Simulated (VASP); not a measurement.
Be3ZnSe4:

```
Be Zn Se
1.0
     3.74769    0.00000    0.00000
     0.00000    7.52403    0.00000
     0.00000    0.00000    5.32747
Be Zn Se
3 1 4
Direct
  0.00000 0.50000 0.00309
  0.50000 0.74009 0.50017
  0.50000 0.25991 0.50017
  0.00000 0.00000 0.00066
  0.00000 0.26700 0.26283
  0.00000 0.73300 0.26283
  0.50000 0.00000 0.70999
  0.50000 0.50000 0.76025
```

Base run:

* Program: VASP 6.6.1
* Functional: PBE
* Potentials or basis: VASP PAW PBE potentials, release 64 (Be, Zn, Se)
* Cutoff: 520 eV
* k mesh: 6 × 4 × 4
* Occupations: gaussian, width 0.02 eV
* Spin: no spin polarisation

Its results: band gap on the k mesh 2.52 eV; pressure 0.2 GPa; largest force 0.019 eV/Å.

Question: The run is repeated on the same cell with these changes: functional from PBE to r2SCAN. What comes out?

Answer: Band gap on the k mesh 2.98 eV; pressure -1.0 GPa; largest force 0.171 eV/Å.

Caveats: the PAW data sets were made with another functional, which shifts forces and pressure a little (at least some runs).

A k mesh can miss the band edges.
